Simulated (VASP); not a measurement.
# Cr (P6_3/mmc) in VASP: notebook, part 3 of 3

VASP 6.6.1.

## (6) Single point, RPBE (volume scaled by 1.12)

Input file INCAR:

```
SYSTEM = Cr
ALGO     = Normal         ! electronic algorithm
EDIFF    = 1E-7           ! SCF threshold, eV
ENCUT    = 520            ! plane-wave cutoff, eV
GGA      = RP             ! functional
ISIF     = 2              ! what is computed and relaxed
ISMEAR   = -1             ! smearing method
LASPH    = .TRUE.         ! aspherical terms in the spheres
LCHARG   = .TRUE.         ! write CHGCAR
LELF     = .TRUE.         ! ELF
LREAL    = .FALSE.        ! projectors in reciprocal space
LVHAR    = .TRUE.       
LWAVE    = .FALSE.        ! write WAVECAR
NBANDS   = 19             ! bands
NELM     = 100            ! most SCF steps
PREC     = Accurate       ! precision mode
SIGMA    = 0.1            ! smearing width, eV
```

Input file KPOINTS:

```
k-points
0
G
  16 16 8
  0 0 0
```

Input file POSCAR:

```
Cr
1.0
    2.6034163211      0.0000000000      0.0000000000
   -1.3017081605      2.2546246707      0.0000000000
    0.0000000000      0.0000000000      4.6506281916
Cr
2
Direct
    0.3333333333      0.6666666667      0.2500000000
    0.6666666667      0.3333333333      0.7500000000
```

Potentials or basis: VASP PAW PBE potentials, release 64 (Cr_pv).

Launch:

```sh
> cat potpaw_PBE.64/Cr_pv/POTCAR > POTCAR
> mpirun -np 1 vasp_std > vasp.out
```

OUTCAR:

```text
SYSTEM = Cr
   EDIFF = 1E-7
   ENCUT = 520
   GGA = RP
   ISIF = 2
   ISMEAR = -1
   LASPH = .TRUE.
   LREAL = .FALSE.
   NELM = 100
   PREC = Accurate

 ion  position               nearest neighbor table
   1  0.333  0.667  0.250-   2 2.77   2 2.77   2 2.77   2 2.77   2 2.77   2 2.77
   2  0.667  0.333  0.750-   1 2.77   1 2.77   1 2.77   1 2.77   1 2.77   1 2.77

  LATTYP: Found a hexagonal cell.
 ALAT       =     2.6034163211
 C/A-ratio  =     1.7863559331

  Lattice vectors:

 A1 = (   2.6034163211,   0.0000000000,   0.0000000000)
 A2 = (  -1.3017081605,   2.2546246707,   0.0000000000)
 A3 = (   0.0000000000,   0.0000000000,   4.6506281916)

Analysis of symmetry for initial positions (statically):
=====================================================================
 Subroutine PRICEL returns:
 Original cell was already a primitive cell.

 Routine SETGRP: Setting up the symmetry group for a
 hexagonal supercell.

 Subroutine GETGRP returns: Found 24 space group operations
 (whereof 12 operations were pure point group operations)
 out of a pool of 24 trial point group operations.

The static configuration has the point symmetry D_3d.
 The point group associated with its full space group is D_6h.

Analysis of symmetry for dynamics (positions and initial velocities):
=====================================================================
 Subroutine PRICEL returns:
 Original cell was already a primitive cell.

 Routine SETGRP: Setting up the symmetry group for a
 hexagonal supercell.

 Subroutine GETGRP returns: Found 24 space group operations
 (whereof 12 operations were pure point group operations)
 out of a pool of 24 trial point group operations.

The dynamic configuration has the point symmetry D_3d.
 The point group associated with its full space group is D_6h.

 Subroutine INISYM returns: Found 24 space group operations
 (whereof 12 operations are pure point group operations),
[... 111 lines left out ...]
   ISMEAR =    -1;   SIGMA  =   0.10  broadening in eV -4-tet -1-fermi 0-gaus
   EFERMI_NEDOS =   21; number of points for ismear=-14 and -15
   IALGO  =     38    algorithm
   IMIX   =      4    mixing-type and parameters
     AMIX     =   0.40;   BMIX     =  1.00
     AMIX_MAG =   1.60;   BMIX_MAG =  1.00
  volume/ion in A,a.u.               =      13.65        92.11
  Fermi-wavevector in a.u.,A,eV,Ry     =   1.568323  2.963700 33.465378  2.459636
  Thomas-Fermi vector in A             =   2.670371
   LORBIT       =      0    0 simple, 1 ext, 2 COOP (PROOUT), +10 PAW based schemes
   GGA     = RP    functional components
   LHFCALC =     F    Hartree Fock is set to
   AEXX    =    0.0000 exact exchange contribution
   IVDW    =     0    specifies the selected vdW correction
   LEPSILON=     F    determine dielectric tensor
   LRPA    =     F    only Hartree local field effects (RPA)
 non-spin polarized calculation
  energy-cutoff  :      520.00
  volume of cell :       27.30
 maximum number of plane-waves:       752
 NGX is ok and might be reduce to    20
   NGX =  9   NGY =  9   NGZ = 17

 number of electron      24.0000009 magnetization

 Free energy of the ion-electron system (eV)
  ---------------------------------------------------
  ext. energy  EPLUGINS =         0.00000000
  ---------------------------------------------------
  free energy    TOTEN  =       -17.03207578 eV

  energy without entropy =      -16.90753571  energy(sigma->0) =      -16.96980575

 E-fermi :   8.7493     XC(G=0): -12.5928

 val. band max:        8.7487216937   @ k =   0.3750   0.2500   0.0000
 cond. band min:       8.7494788325   @ k =   0.1250  -0.0000   0.3750
 fundamental gap:      0.0007571388
 Fermi energy:         8.7493355201

 k-point     1 :       0.0000    0.0000    0.0000
  band No.  band energies     occupation
      1     -34.4969      2.00000
      2     -34.0823      2.00000
      3     -33.9474      2.00000
      4     -33.9474      2.00000
      5     -33.9060      2.00000
      6     -33.9060      2.00000
[... 505 lines left out ...]
      6     -34.0728      2.00000
[... 11 lines left out ...]
     18      16.1272      0.00000
     19      16.1542      0.00000

 [... further k-points ...]

------------------------ aborting loop because EDIFF is reached ----------------------------------------

  FORCE on cell =-STRESS in cart. coord.  units (eV):
  Direction    XX          YY          ZZ          XY          YZ          ZX
  --------------------------------------------------------------------------------------
  -------------------------------------------------------------------------------------
  Total       -3.4979314     -3.4979314     -3.1243249     -0.0000000      0.0000000      0.0000000
  in kB     -205.3016210   -205.3016210   -183.3737960     -0.0000000      0.0000000      0.0000000
  external PRESSURE =    -197.9923460 kB  Pullay stress =       0.0000000 kB

 VOLUME and BASIS-vectors are now :
 -----------------------------------------------------------------------------
  energy-cutoff  :      520.00
  volume of cell :       27.30
      direct lattice vectors                 reciprocal lattice vectors
     2.603416321  0.000000000  0.000000000     0.384110675  0.221766402  0.000000000
    -1.301708161  2.254624671  0.000000000     0.000000000  0.443532803  0.000000000
     0.000000000  0.000000000  4.650628192     0.000000000  0.000000000  0.215024715

 POSITION                                       TOTAL-FORCE (eV/Angst)
 -----------------------------------------------------------------------------------
     -0.00000      1.50308      1.16266        -0.000000     -0.000000      0.000000
      1.30171      0.75154      3.48797         0.000000      0.000000      0.000000
 -----------------------------------------------------------------------------------
    total drift:                               -0.000000      0.000000     -0.000000

  FREE ENERGIE OF THE ION-ELECTRON SYSTEM (eV)
  ---------------------------------------------------
  free  energy   TOTEN  =       -17.0320757838 eV

  energy  without entropy=      -16.9075357143  energy(sigma->0) =      -16.96980575
```

stdout:

```text
POSCAR found type information on POSCAR Cr
 POSCAR found :  1 types and       2 ions
 scaLAPACK will be used
 -----------------------------------------------------------------------------
|                                                                             |
|                                                                             |
|     You enforced a specific xc type in the INCAR file but a different       |
|     I HOPE YOU KNOW WHAT YOU ARE DOING!                                     |
|                                                                             |
 -----------------------------------------------------------------------------

 LDA part: xc-table for (Slater+PW92), standard interpolation
 POSCAR, INCAR and KPOINTS ok, starting setup
 FFT: planning ... GRIDC
 FFT: planning ... GRID_SOFT
 FFT: planning ... GRID
 WAVECAR not read
 entering main loop
```

It took 66 s on 1 thread of Intel Xeon Platinum 8375C at 2.90GHz (Ice Lake), shared host; peak memory 0.18 GiB.

Results:

```yaml
Free_energy: -17.0321 eV
Pressure: -19.8 GPa
Band_gap_on_the_k_mesh: zero (band 12 reaches 9.56 eV, above the bottom of band 13 at 8.50 eV)
```

Levels at points of the mesh, in eV from the Fermi level:
```
           k point  band 9  band 10  band 11  band 12  band 13  band 14  band 15  band 16
(0.00, 0.00, 0.00)   -0.99    -0.34    -0.26    -0.26     0.00     0.00     0.90     0.90
(0.50, 0.00, 0.00)   -2.77    -0.75    -0.63    -0.26    -0.08     1.89     2.32     2.42
(0.00, 0.00, 0.50)   -1.34    -1.34    -0.24    -0.24    -0.24    -0.24     1.49     1.49
(0.50, 0.00, 0.50)   -2.02    -2.02     0.80     0.80     1.02     1.02     2.37     2.37
```

Caveat: the PAW data sets were made with another functional, which shifts forces and pressure a little; the run has no spin polarisation, though such a crystal can be magnetic. Spin polarisation is off, so any magnetic state and its effect on volume and gap are missing.

## (7) The runs side by side

| cell | gap on the mesh (eV) | pressure (GPa) |
| --- | --- | --- |
| a = 2.473, b = 2.473, c = 4.418 Å, angles 90.0, 90.0, 120.0°, 2 atoms | none | 9.5 |
| a = 2.507, b = 2.507, c = 4.478 Å, angles 90.0, 90.0, 120.0°, 2 atoms | none | -0.3 |
| a = 2.540, b = 2.540, c = 4.537 Å, angles 90.0, 90.0, 120.0°, 2 atoms | none | -8.2 |
| a = 2.572, b = 2.572, c = 4.595 Å, angles 90.0, 90.0, 120.0°, 2 atoms | none | -14.6 |
| a = 2.603, b = 2.603, c = 4.651 Å, angles 90.0, 90.0, 120.0°, 2 atoms | none | -19.8 |

Alike in all rows: task single point; level RPBE; potentials or basis VASP PAW PBE potentials, release 64 (Cr_pv); no spin polarisation; k mesh 16 × 16 × 8; cutoff (eV) 520; smearing fermi-dirac 0.1 eV.

Caveats: the PAW data sets were made with another functional, which shifts forces and pressure a little; the run has no spin polarisation, though such a crystal can be magnetic.

Absolute energies hang on the potentials; compare differences alone.
